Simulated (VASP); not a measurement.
A run of VASP 6.6.1 is set up as follows.

INCAR

```
PREC     = Accurate       # precision mode
ENCUT    = 600            # plane-wave cutoff, eV
EDIFF    = 1E-7           # SCF threshold, eV
ISMEAR   = 0              # smearing method
SIGMA    = 0.1            # smearing width, eV
LREAL    = F              # projectors in reciprocal space
LASPH    = T              # aspherical terms in the spheres
NELM     = 100            # most SCF steps
ALGO     = Normal         # electronic algorithm
ISIF     = 3              # what is computed and relaxed
LWAVE    = F              # write WAVECAR
LCHARG   = F              # write CHGCAR
GGA      = CA             # functional
IBRION   = 2              # ionic algorithm
NSW      = 100            # ionic steps
EDIFFG   = -0.05          # ionic threshold
```

The input KPOINTS:

```
regular mesh
0
Gamma
  8 8 8
```

File POSCAR:

```
CaO
1.0
    0.0000000000      2.4490000000      2.4490000000
    2.4490000000      0.0000000000      2.4490000000
    2.4490000000      2.4490000000      0.0000000000
Ca O
1 1
Direct
    0.0000000000      0.0000000000      0.0000000000
    0.5000000000      0.5000000000      0.5000000000
```

Potentials or basis: VASP PAW LDA potentials, release 64 (Ca_sv, O).

The run is started by

```bash
$ cat potpaw_LDA.64/Ca_sv/POTCAR potpaw_LDA.64/O/POTCAR > POTCAR
$ mpirun -np 1 vasp_std > vasp.out
```

Task: Estimate the space group after relaxing (to 0.05 Å).

Result: Fm-3m (No. 225).

Task: Predict the band gap on the k mesh.

Result: 3.43 eV, indirect (least direct gap 3.79 eV).

Task: Estimate the relaxed cell.

Result: a = 3.336 Å, b = 3.336 Å, c = 3.336 Å, α = 60.00°, β = 60.00°, γ = 60.00°.

Final structure:
```cif
data_structure
_symmetry_space_group_name_H-M 'P 1'
_symmetry_Int_Tables_number 1
_cell_length_a 3.3356
_cell_length_b 3.3356
_cell_length_c 3.3356
_cell_angle_alpha 60.000
_cell_angle_beta 60.000
_cell_angle_gamma 60.000
_cell_volume 26.24
loop_
_atom_site_label
_atom_site_type_symbol
_atom_site_fract_x
_atom_site_fract_y
_atom_site_fract_z
_atom_site_occupancy
Ca1 Ca 0.00000 0.00000 0.00000 1
O1 O 0.50000 0.50000 0.50000 1
```

 Expect the measured gap to be larger: semilocal functionals such as LDA lack the derivative discontinuity.
